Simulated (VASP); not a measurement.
# InAs (P6_3/mmc) in VASP: a series of runs

Aim: see how the results for InAs move with the level of theory and the settings. Levels: r2SCAN, PBE. Tasks: single point, relaxation of cell and atoms.

Everything below comes from runs of VASP 6.6.1. Logs are shortened: lines on timing, memory, paths and dates and some standing lists are left out, and cuts for length are marked.

### 1 The cell of the first run

Symmetry: P6_3/mmc, No. 194, hexagonal system. The conventional cell has a = 3.965 Å, b = 3.965 Å, c = 6.849 Å, α = 90.00°, β = 90.00°, γ = 120.00°. Within 3.8 Å of In (site symmetry -3m) lie 6 As at 2.86 Å and 2 In at 3.42 Å. As (site symmetry -6m2) has 6 In at 2.86 Å within 3.8 Å.

### 2 Single point, r2SCAN

POSCAR reads:

```
InAs
1.0
    3.9652963230      0.0000000000      0.0000000000
   -1.9826481615      3.4340473492      0.0000000000
    0.0000000000      0.0000000000      6.8489073412
In As
2 2
Direct
    0.0000000000      0.0000000000      0.0000000000
    0.0000000000      0.0000000000      0.5000000000
    0.3333333333      0.6666666667      0.2500000000
    0.6666666667      0.3333333333      0.7500000000
```

INCAR.step1 reads:

```
PREC = Accurate ; ENCUT = 520
ISMEAR = -1 ; SIGMA = 0.02
LREAL = F ; LASPH = T
NELM = 60 ; NBANDS = 26
GGA = PE ; ALGO = Normal
EDIFF = 1E-4 ; LWAVE = T
LCHARG = F
```

INCAR.step2 reads:

```
PREC = Accurate ; ENCUT = 520
EDIFF = 1E-6 ; ISMEAR = -1
SIGMA = 0.02 ; LREAL = F
LASPH = T ; NELM = 60
ALGO = Normal ; ISIF = 2
LWAVE = F ; LCHARG = F
METAGGA = R2SCAN ; LMIXTAU = T
NBANDS = 26 ; ISTART = 1
```

KPOINTS reads:

```
regular mesh
0
Gamma
  6 6 4
```

Potentials or basis: VASP PAW PBE potentials, release 64 (In_d, As).

Launch:

```
cat potpaw_PBE.64/In_d/POTCAR potpaw_PBE.64/As/POTCAR > POTCAR
cp INCAR.step1 INCAR
mpirun -np 1 vasp_std > vasp.out
cp INCAR.step2 INCAR
mpirun -np 1 vasp_std > vasp.out
```

OUTCAR:

```text
PREC = Accurate
   ENCUT = 520
   EDIFF = 1E-6
   ISMEAR = -1
   LREAL = F
   LASPH = T
   NELM = 60
   ISIF = 2
   METAGGA = R2SCAN
   ISTART = 1

 ion  position               nearest neighbor table
   1  0.000  0.000  0.000-   3 2.86   4 2.86   3 2.86   4 2.86   4 2.86   3 2.86   2 3.42   2 3.42

   2  0.000  0.000  0.500-   3 2.86   4 2.86   3 2.86   4 2.86   4 2.86   3 2.86   1 3.42   1 3.42

   3  0.333  0.667  0.250-   1 2.86   2 2.86   1 2.86   2 2.86   1 2.86   2 2.86
   4  0.667  0.333  0.750-   1 2.86   2 2.86   1 2.86   2 2.86   1 2.86   2 2.86

  LATTYP: Found a hexagonal cell.
 ALAT       =     3.9652963230
 C/A-ratio  =     1.7272119870

  Lattice vectors:

 A1 = (   3.9652963230,   0.0000000000,   0.0000000000)
 A2 = (  -1.9826481615,   3.4340473492,   0.0000000000)
 A3 = (   0.0000000000,   0.0000000000,   6.8489073412)

Analysis of symmetry for initial positions (statically):
=====================================================================
 Subroutine PRICEL returns:
 Original cell was already a primitive cell.

 Routine SETGRP: Setting up the symmetry group for a
 hexagonal supercell.

 Subroutine GETGRP returns: Found 24 space group operations
 (whereof 12 operations were pure point group operations)
 out of a pool of 24 trial point group operations.

The static configuration has the point symmetry D_3d.
 The point group associated with its full space group is D_6h.

Analysis of symmetry for dynamics (positions and initial velocities):
=====================================================================
 Subroutine PRICEL returns:
 Original cell was already a primitive cell.

 Routine SETGRP: Setting up the symmetry group for a
 hexagonal supercell.

 Subroutine GETGRP returns: Found 24 space group operations
 (whereof 12 operations were pure point group operations)
 out of a pool of 24 trial point group operations.

The dynamic configuration has the point symmetry D_3d.
 The point group associated with its full space group is D_6h.

 Subroutine INISYM returns: Found 24 space group operations
 (whereof 12 operations are pure point group operations),
 and found     1 'primitive' translations

----------------------------------------------------------------------------------------

                                     Primitive cell

  volume of cell :      93.2617

  direct lattice vectors                    reciprocal lattice vectors
     3.965296323  0.000000000  0.000000000     0.252187962  0.145600788  0.000000000
    -1.982648162  3.434047349  0.000000000     0.000000000  0.291201576  0.000000000
[... 87 lines left out ...]
   EDIFFG = 0.1E-04   stopping-criterion for IOM
   NSW    =      0    number of steps for IOM
   IBRION =     -1    ionic relax: 0-MD 1-quasi-New 2-CG
   NFREE  =      0    steps in history (QN), initial steepest desc. (CG)
   ISIF   =      2    stress and relaxation
   ISYM   =      2    0-nonsym 1-usesym 2-fastsym
   POTIM  = 0.5000    time-step for ionic-motion
   TEBEG  =    0.0;   TEEND  =   0.0 temperature during run
   PSTRESS=    0.0 pullay stress
   NELECT =      36.0000    total number of electrons
   NUPDOWN=      -1.0000    fix difference up-down
   EMIN   =  10.00;   EMAX   =-10.00  energy-range for DOS
   EFERMI =   0.00;   METHOD = LEGACY
   ISMEAR =    -1;   SIGMA  =   0.02  broadening in eV -4-tet -1-fermi 0-gaus
   EFERMI_NEDOS =   21; number of points for ismear=-14 and -15
   IALGO  =     38    algorithm
   IMIX   =      4    mixing-type and parameters
     AMIX     =   0.40;   BMIX     =  1.00
     AMIX_MAG =   1.60;   BMIX_MAG =  1.00
  volume/ion in A,a.u.               =      23.32       157.34
  Fermi-wavevector in a.u.,A,eV,Ry     =   1.191995  2.252545 19.331880  1.420853
  Thomas-Fermi vector in A             =   2.328044
   LORBIT       =      0    0 simple, 1 ext, 2 COOP (PROOUT), +10 PAW based schemes
   METAGGA = R2SCAN    functional components
   LHFCALC =     F    Hartree Fock is set to
   AEXX    =    0.0000 exact exchange contribution
   IVDW    =     0    specifies the selected vdW correction
   LEPSILON=     F    determine dielectric tensor
   LRPA    =     F    only Hartree local field effects (RPA)
 non-spin polarized calculation
  energy-cutoff  :      520.00
  volume of cell :       93.26
 maximum number of plane-waves:      2546
 NGX is ok and might be reduce to    30
   NGX = 15   NGY = 15   NGZ = 25

 number of electron      35.9999991 magnetization

 Free energy of the ion-electron system (eV)
  ---------------------------------------------------
  ext. energy  EPLUGINS =         0.00000000
  ---------------------------------------------------
  free energy    TOTEN  =       -74.93634894 eV

  energy without entropy =      -74.93392032  energy(sigma->0) =      -74.93513463

 E-fermi :   6.1668     XC(G=0): -10.7597

 val. band max:        6.1127570021   @ k =   0.0000   0.0000   0.5000
 cond. band min:       6.1760490015   @ k =   0.5000   0.0000   0.0000
 fundamental gap:      0.0632919994
 Fermi energy:         6.1667989778

 k-point     1 :       0.0000    0.0000    0.0000
  band No.  band energies     occupation
      1      -9.0246      2.00000
      2      -8.9781      2.00000
      3      -8.9781      2.00000
      4      -8.8901      2.00000
      5      -8.8901      2.00000
      6      -8.8693      2.00000
[... 598 lines left out ...]
     25      14.9084      0.00000
     26      14.9084      0.00000

------------------------ aborting loop because EDIFF is reached ----------------------------------------

  FORCE on cell =-STRESS in cart. coord.  units (eV):
  Direction    XX          YY          ZZ          XY          YZ          ZX
  --------------------------------------------------------------------------------------
  -------------------------------------------------------------------------------------
  Total        0.0260342      0.0260342      0.0352976      0.0000000      0.0000000      0.0000000
  in kB        0.4472509      0.4472509      0.6063910      0.0000000      0.0000000      0.0000000
  external PRESSURE =       0.5002976 kB  Pullay stress =       0.0000000 kB

 VOLUME and BASIS-vectors are now :
 -----------------------------------------------------------------------------
  energy-cutoff  :      520.00
  volume of cell :       93.26
      direct lattice vectors                 reciprocal lattice vectors
     3.965296323  0.000000000  0.000000000     0.252187962  0.145600788  0.000000000
    -1.982648162  3.434047349  0.000000000     0.000000000  0.291201576  0.000000000
     0.000000000  0.000000000  6.848907341     0.000000000  0.000000000  0.146008692

 POSITION                                       TOTAL-FORCE (eV/Angst)
 -----------------------------------------------------------------------------------
      0.00000      0.00000      0.00000        -0.000000      0.000000      0.000000
      0.00000      0.00000      3.42445        -0.000000      0.000000      0.000000
     -0.00000      2.28936      1.71223         0.000000      0.000000      0.000000
      1.98265      1.14468      5.13668        -0.000000     -0.000000      0.000000
 -----------------------------------------------------------------------------------
    total drift:                               -0.000000      0.000000      0.000000

  FREE ENERGIE OF THE ION-ELECTRON SYSTEM (eV)
  ---------------------------------------------------
  free  energy   TOTEN  =       -74.9363489428 eV

  energy  without entropy=      -74.9339203170  energy(sigma->0) =      -74.93513463
```

OUTCAR.step1:

```text
PREC = Accurate
   ENCUT = 520
   ISMEAR = -1
   LREAL = F
   LASPH = T
[... 835 lines left out ...]
      0.00000      0.00000      0.00000         0.000000      0.000000     -0.000000
      0.00000      0.00000      3.42445         0.000000      0.000000     -0.000000
     -0.00000      2.28936      1.71223        -0.000000     -0.000000      0.000000
      1.98265      1.14468      5.13668         0.000000      0.000000     -0.000000
 -----------------------------------------------------------------------------------
    total drift:                               -0.000000      0.000000      0.000000

  FREE ENERGIE OF THE ION-ELECTRON SYSTEM (eV)
  ---------------------------------------------------
  free  energy   TOTEN  =       -14.4581765001 eV

  energy  without entropy=      -14.4556029537  energy(sigma->0) =      -14.45688973
```

It took 92 s on 1 thread of AMD EPYC 9R45 (Zen 5), shared host; peak memory 0.21 GiB.

Results:

| Quantity | Value |
| --- | --- |
| Free energy | -74.9363 eV |
| Pressure | 0.1 GPa |
| Band gap on the k mesh | zero (band 18 reaches 6.49 eV, above the bottom of band 19 at 3.43 eV) |

Caveat: the PAW data sets were made with another functional, which shifts forces and pressure a little; spin-orbit coupling is left out, which moves the levels of the heavy elements.

### 3 Single point, PBE

This run uses another cell than the first one, of 24.11 Å³/atom, 1.034 times its volume.

INCAR reads:

```
SYSTEM = InAs
ALGO = Normal ; EDIFF = 1E-6
ENCUT = 520 ; GGA = PE
ISIF = 2 ; ISMEAR = -1
LASPH = .TRUE. ; LCHARG = .FALSE.
LREAL = .FALSE. ; LWAVE = .FALSE.
NBANDS = 26 ; NELM = 60
PREC = Accurate ; SIGMA = 0.02
```

KPOINTS reads:

```
k-points
0
G
  12 12 4
  0 0 0
```

POSCAR reads:

```
InAs
1.0
    4.0172780614      0.0000000000      0.0000000000
   -2.0086390307      3.4790648553      0.0000000000
    0.0000000000      0.0000000000      6.9008374309
In As
2 2
Direct
    0.0000000000      0.0000000000      0.0000000000
    0.0000000000      0.0000000000      0.5000000000
    0.3333333333      0.6666666667      0.2500000000
    0.6666666667      0.3333333333      0.7500000000
```

Potentials or basis: VASP PAW PBE potentials, release 64 (In_d, As).

Launch:

```
cat potpaw_PBE.64/In_d/POTCAR potpaw_PBE.64/As/POTCAR > POTCAR
mpirun -np 1 vasp_std > vasp.out
```

Run time: 59 s. Hardware: 1 thread of AMD EPYC 9R45 (Zen 5), shared host; peak memory 0.25 GiB.

The run converged. Its results:

| Item | Value |
| --- | --- |
| Free energy | -14.4659 eV |
| Pressure | 0.0 GPa |
| Band gap on the k mesh | zero (band 18 reaches 6.28 eV, above the bottom of band 19 at 3.41 eV) |

Levels at points of the mesh, in eV from the Fermi level:
| k point | band 16 | band 17 | band 18 | band 19 | band 20 | band 21 |
| --- | --- | --- | --- | --- | --- | --- |
| (0.00, 0.00, 0.00) | -0.13 | -0.13 | 0.42 | 0.42 | 2.16 | 4.88 |
| (0.50, 0.00, 0.00) | -3.37 | -1.95 | 0.24 | 1.22 | 1.94 | 2.22 |
| (0.00, 0.00, 0.50) | 0.17 | 0.17 | 0.17 | 1.82 | 1.82 | 4.81 |
| (0.50, 0.00, 0.50) | -1.62 | -1.14 | -1.14 | -0.07 | -0.07 | 3.77 |

Caveat: spin-orbit coupling is left out, which moves the levels of the heavy elements.

(Continued in part 2 of 2.)
